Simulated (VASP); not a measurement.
# GaP (Fm-3m) in VASP: notebook

Aim: see how the results for GaP move with the level of theory and the settings. Levels: PBEsol, r2SCAN+rVV10. Tasks: relaxation of cell and atoms, single point.

Program: VASP 6.6.1. These are calculated values, not measurements. Logs are shortened: lines on timing, memory, paths and dates and some standing lists are left out, and cuts for length are marked.

### 1 The cell of the first run

Symmetry: Fm-3m, No. 225, cubic system. The conventional cell has a = 5.452 Å, b = 5.452 Å, c = 5.452 Å, α = 90.00°, β = 90.00°, γ = 90.00°. Within 3.6 Å of Ga (site symmetry m-3m) lie 6 P at 2.73 Å. P (site symmetry m-3m) has 6 Ga at 2.73 Å within 3.6 Å.

### 2 Relaxation of cell and atoms, PBEsol

INCAR reads:

```
PREC     = Accurate       # precision mode
ENCUT    = 600            # plane-wave cutoff, eV
EDIFF    = 1E-6           # SCF threshold, eV
ISMEAR   = -1             # smearing method
SIGMA    = 0.03           # smearing width, eV
LREAL    = F              # projectors in reciprocal space
LASPH    = T              # aspherical terms in the spheres
NELM     = 100            # most SCF steps
ALGO     = Normal         # electronic algorithm
ISIF     = 3              # what is computed and relaxed
LWAVE    = F              # write WAVECAR
LCHARG   = F              # write CHGCAR
GGA      = PS             # functional
IBRION   = 2              # ionic algorithm
NSW      = 100            # ionic steps
EDIFFG   = -0.01          # ionic threshold
```

KPOINTS reads:

```
Automatic mesh
0
Gamma
  6 6 6
```

POSCAR reads:

```
GaP
1.0
    0.0000000000      2.7258124900      2.7258124900
    2.7258124900      0.0000000000      2.7258124900
    2.7258124900      2.7258124900      0.0000000000
Ga P
1 1
Direct
    0.0000000000      0.0000000000      0.0000000000
    0.5000000000      0.5000000000      0.5000000000
```

Potentials or basis: VASP PAW PBE potentials, release 64 (Ga_d, P).

The run is started by

```sh
$ cat potpaw_PBE.64/Ga_d/POTCAR potpaw_PBE.64/P/POTCAR > POTCAR
$ mpirun -np 1 vasp_std > vasp.out
```

OUTCAR:

```text
PREC = Accurate
   ENCUT = 600
   EDIFF = 1E-6
   ISMEAR = -1
   LREAL = F
   LASPH = T
   NELM = 100
   ISIF = 3
   GGA = PS
   IBRION = 2
   NSW = 100
   EDIFFG = -0.01

 ion  position               nearest neighbor table
   1  0.000  0.000  0.000-   2 2.73   2 2.73   2 2.73   2 2.73   2 2.73   2 2.73
   2  0.500  0.500  0.500-   1 2.73   1 2.73   1 2.73   1 2.73   1 2.73   1 2.73

  LATTYP: Found a face centered cubic cell.
 ALAT       =     5.4516249800

  Lattice vectors:

 A1 = (   0.0000000000,   2.7258124900,   2.7258124900)
 A2 = (   2.7258124900,   0.0000000000,   2.7258124900)
 A3 = (   2.7258124900,   2.7258124900,   0.0000000000)

Analysis of symmetry for initial positions (statically):
=====================================================================
 Subroutine PRICEL returns:
 Original cell was already a primitive cell.

 Routine SETGRP: Setting up the symmetry group for a
 face centered cubic supercell.

 Subroutine GETGRP returns: Found 48 space group operations
 (whereof 48 operations were pure point group operations)
 out of a pool of 48 trial point group operations.

The static configuration has the point symmetry O_h .

Analysis of symmetry for dynamics (positions and initial velocities):
=====================================================================
 Subroutine PRICEL returns:
 Original cell was already a primitive cell.

 Routine SETGRP: Setting up the symmetry group for a
 face centered cubic supercell.

 Subroutine GETGRP returns: Found 48 space group operations
 (whereof 48 operations were pure point group operations)
 out of a pool of 48 trial point group operations.

The dynamic configuration has the point symmetry O_h .

 Subroutine INISYM returns: Found 48 space group operations
 (whereof 48 operations are pure point group operations),
 and found     1 'primitive' translations

----------------------------------------------------------------------------------------

                                     Primitive cell

  volume of cell :      40.5059

  direct lattice vectors                    reciprocal lattice vectors
     0.000000000  2.725812490  2.725812490    -0.183431546  0.183431546  0.183431546
     2.725812490  0.000000000  2.725812490     0.183431546 -0.183431546  0.183431546
     2.725812490  2.725812490  0.000000000     0.183431546  0.183431546 -0.183431546

  length of vectors
     3.854880992  3.854880992  3.854880992     0.317712758  0.317712758  0.317712758
[... 78 lines left out ...]
   ISIF   =      3    stress and relaxation
   ISYM   =      2    0-nonsym 1-usesym 2-fastsym
   POTIM  = 0.5000    time-step for ionic-motion
   TEBEG  =    0.0;   TEEND  =   0.0 temperature during run
   PSTRESS=    0.0 pullay stress
   NELECT =      18.0000    total number of electrons
   NUPDOWN=      -1.0000    fix difference up-down
   EMIN   =  10.00;   EMAX   =-10.00  energy-range for DOS
   EFERMI =   0.00;   METHOD = LEGACY
   ISMEAR =    -1;   SIGMA  =   0.03  broadening in eV -4-tet -1-fermi 0-gaus
   EFERMI_NEDOS =   21; number of points for ismear=-14 and -15
   IALGO  =     38    algorithm
   IMIX   =      4    mixing-type and parameters
     AMIX     =   0.40;   BMIX     =  1.00
     AMIX_MAG =   1.60;   BMIX_MAG =  1.00
  volume/ion in A,a.u.               =      20.25       136.67
  Fermi-wavevector in a.u.,A,eV,Ry     =   1.249280  2.360796 21.234610  1.560700
  Thomas-Fermi vector in A             =   2.383328
   LORBIT       =      0    0 simple, 1 ext, 2 COOP (PROOUT), +10 PAW based schemes
   GGA     = PS    functional components
   LHFCALC =     F    Hartree Fock is set to
   AEXX    =    0.0000 exact exchange contribution
   IVDW    =     0    specifies the selected vdW correction
   LEPSILON=     F    determine dielectric tensor
   LRPA    =     F    only Hartree local field effects (RPA)
 conjugate gradient relaxation of ions
 non-spin polarized calculation
  energy-cutoff  :      600.00
  volume of cell :       40.51
 maximum number of plane-waves:      1363
   NGX = 15   NGY = 15   NGZ = 15

--------------------------------------- Ionic step        1  -------------------------------------------

 number of electron      18.0000003 magnetization

 Free energy of the ion-electron system (eV)
  ---------------------------------------------------
  ext. energy  EPLUGINS =         0.00000000
  ---------------------------------------------------
  free energy    TOTEN  =        -8.89121551 eV

  energy without entropy =       -8.88428580  energy(sigma->0) =       -8.88775066

------------------------ aborting loop because EDIFF is reached ----------------------------------------

  FORCE on cell =-STRESS in cart. coord.  units (eV):
  Direction    XX          YY          ZZ          XY          YZ          ZX
  --------------------------------------------------------------------------------------
  -------------------------------------------------------------------------------------
  Total       -3.1700721     -3.1700721     -3.1700721     -0.0000000      0.0000000      0.0000000
  in kB     -125.3896792   -125.3896792   -125.3896792     -0.0000000      0.0000000      0.0000000
  external PRESSURE =    -125.3896792 kB  Pullay stress =       0.0000000 kB
[... 89 lines left out ...]
  FREE ENERGIE OF THE ION-ELECTRON SYSTEM (eV)
  ---------------------------------------------------
  free  energy   TOTEN  =        -9.2569603085 eV

  energy  without entropy=       -9.2516070020  energy(sigma->0) =       -9.25428366

[... ionic steps 4 to 12 ...]

--------------------------------------- Ionic step       13  -------------------------------------------

 number of electron      18.0000001 magnetization

------------------------ aborting loop because EDIFF is reached ----------------------------------------
[... 67 lines left out ...]
--------------------------------------- Ionic step       15  -------------------------------------------

 number of electron      18.0000000 magnetization

 Free energy of the ion-electron system (eV)
  ---------------------------------------------------
  ext. energy  EPLUGINS =         0.00000000
  ---------------------------------------------------
  free energy    TOTEN  =        -9.25696222 eV

  energy without entropy =       -9.25160334  energy(sigma->0) =       -9.25428278

 E-fermi :   6.8246     XC(G=0): -11.2891

 val. band max:        6.7967329249   @ k =   0.0000   0.0000   0.0000
 cond. band min:       6.8407573971   @ k =   0.3333   0.0000   0.0000
 fundamental gap:      0.0440244722
 Fermi energy:         6.8245774035

 k-point     1 :       0.0000    0.0000    0.0000
  band No.  band energies     occupation
      1      -7.8980      2.00000
      2      -7.8980      2.00000
      3      -7.8712      2.00000
      4      -7.8712      2.00000
      5      -7.8712      2.00000
      6      -6.7599      2.00000
      7       6.7967      1.43341
      8       6.7967      1.43340
      9       6.7967      1.43340
     10       8.6100      0.00000
     11      13.8175      0.00000
     12      13.8175      0.00000
     13      13.8175      0.00000
[... 267 lines left out ...]
  FREE ENERGIE OF THE ION-ELECTRON SYSTEM (eV)
  ---------------------------------------------------
  free  energy   TOTEN  =        -9.2569622161 eV

  energy  without entropy=       -9.2516033421  energy(sigma->0) =       -9.25428278

 reached required accuracy - stopping structural energy minimisation
```

CONTCAR:

```text
GaP
   1.00000000000000
    -0.0000000000000000    2.5453695441037336    2.5453695441037336
     2.5453695441037336   -0.0000000000000000    2.5453695441037336
     2.5453695441037336    2.5453695441037336   -0.0000000000000000
  Ga              P
     1     1
Direct
     0.0000000000000000    0.0000000000000000    0.0000000000000000
     0.5000000000000000    0.5000000000000000    0.5000000000000000

  0.00000000E+00  0.00000000E+00  0.00000000E+00
  0.00000000E+00  0.00000000E+00  0.00000000E+00
```

Run time: 34 s. Hardware: 1 thread of AMD EPYC 9R45 (Zen 5), shared host; peak memory 0.16 GiB.

What came out:

- Free energy: -9.2570 eV
- Relaxed volume: 16.49 Å³/atom
- Relaxed cell: a = 3.600 Å, b = 3.600 Å, c = 3.600 Å, α = 60.00°, β = 60.00°, γ = 60.00°
- Space group after relaxing (to 0.05 Å): Fm-3m (No. 225)
- Energy gained by relaxing: 182.9 meV/atom
- Ionic steps: 15
- Pressure after relaxing: 0.0 GPa
- Band gap on the k mesh: zero (band 9 reaches 7.38 eV, above the bottom of band 10 at 3.98 eV)

Step by step:
```csv
step,energy change (eV),largest force (eV/Å),pressure (GPa),volume (Å³)
1,0.0000,0.0000,-12.54,40.51
2,-0.3544,0.0000,3.62,31.91
3,-0.3657,0.0000,0.25,32.94
4,-0.3656,0.0000,-0.32,33.08
5,-0.3656,0.0000,-0.29,33.08
6,-0.3656,0.0000,-0.28,33.07
7,-0.3656,0.0000,-0.31,33.07
8,-0.3656,0.0000,-0.32,33.07
9,-0.3656,0.0000,-0.32,33.07
10,-0.3656,0.0000,-0.32,33.07
11,-0.3657,0.0000,-0.32,33.07
12,-0.3657,0.0000,-0.19,33.06
13,-0.3657,0.0000,-0.20,33.05
14,-0.3657,0.0000,-0.15,33.03
15,-0.3657,0.0000,-0.03,32.98
```

Final structure:
```
Ga P
1.0
     0.00000    2.54537    2.54537
     2.54537    0.00000    2.54537
     2.54537    2.54537    0.00000
Ga P
1 1
Direct
  0.00000 0.00000 0.00000
  0.50000 0.50000 0.50000
```

Caveat: the volume moved by over 15 % at a fixed basis, so the end points are rough; the PAW data sets were made with another functional, which shifts forces and pressure a little.

### 3 Single point, r2SCAN+rVV10

This run uses another cell than the first one, of 16.61 Å³/atom, 0.820 times its volume.

POSCAR reads:

```
GaP
1.0
    0.0000000000      2.5513725536      2.5513725536
    2.5513725536      0.0000000000      2.5513725536
    2.5513725536      2.5513725536      0.0000000000
Ga P
1 1
Direct
    0.0000000000      0.0000000000      0.0000000000
    0.5000000000      0.5000000000      0.5000000000
```

INCAR.step1 reads:

```
SYSTEM = GaP
ALGO = Normal ; EDIFF = 1E-4
ENCUT = 520 ; GGA = PE
ISMEAR = -1 ; LASPH = .TRUE.
LCHARG = .FALSE. ; LREAL = .FALSE.
LWAVE = .TRUE. ; NBANDS = 16
NELM = 80 ; PREC = Accurate
SIGMA = 0.03
```

INCAR.step2 reads:

```
SYSTEM = GaP
ALGO = Normal ; BPARAM = 11.95
CPARAM = 0.0093 ; EDIFF = 1E-6
ENCUT = 520 ; ISIF = 2
ISMEAR = -1 ; ISTART = 1
IVDW_NL = 2 ; LASPH = .TRUE.
LCHARG = .FALSE. ; LMIXTAU = .TRUE.
LREAL = .FALSE. ; LUSE_VDW = .TRUE.
LWAVE = .FALSE. ; METAGGA = R2SCAN
NBANDS = 16 ; NELM = 80
PREC = Accurate ; SIGMA = 0.03
```

KPOINTS reads:

```
k-points
0
G
  10 10 10
  0 0 0
```

Potentials or basis: VASP PAW PBE potentials, release 64 (Ga_d, P).

The run is started by

```sh
$ cat potpaw_PBE.64/Ga_d/POTCAR potpaw_PBE.64/P/POTCAR > POTCAR
$ cp INCAR.step1 INCAR
$ mpirun -np 1 vasp_std > vasp.out
$ cp INCAR.step2 INCAR
$ mpirun -np 1 vasp_std > vasp.out
```

Run time: 67 s. Hardware: 1 thread of AMD EPYC 9R45 (Zen 5), shared host; peak memory 0.25 GiB.

Results (log left out):

| Quantity | Value |
| --- | --- |
| Free energy | -20.0360 eV |
| Pressure | 0.0 GPa |
| Band gap on the k mesh | zero (band 9 reaches 7.13 eV, above the bottom of band 10 at 3.73 eV) |

Levels at points of the mesh, in eV from the Fermi level:
| k point | band 7 | band 8 | band 9 | band 10 | band 11 | band 12 |
| --- | --- | --- | --- | --- | --- | --- |
| (0.00, 0.00, 0.00) | -0.01 | -0.01 | -0.01 | 2.32 | 7.53 | 7.53 |
| (0.50, 0.00, 0.00) | -8.27 | 0.19 | 0.19 | 3.24 | 3.24 | 3.69 |
| (0.50, 0.50, 0.00) | -6.26 | -3.03 | -2.89 | -2.89 | 3.71 | 12.01 |

Caveat: the PAW data sets were made with another functional, which shifts forces and pressure a little.

(Continued in part 2 of 2.)
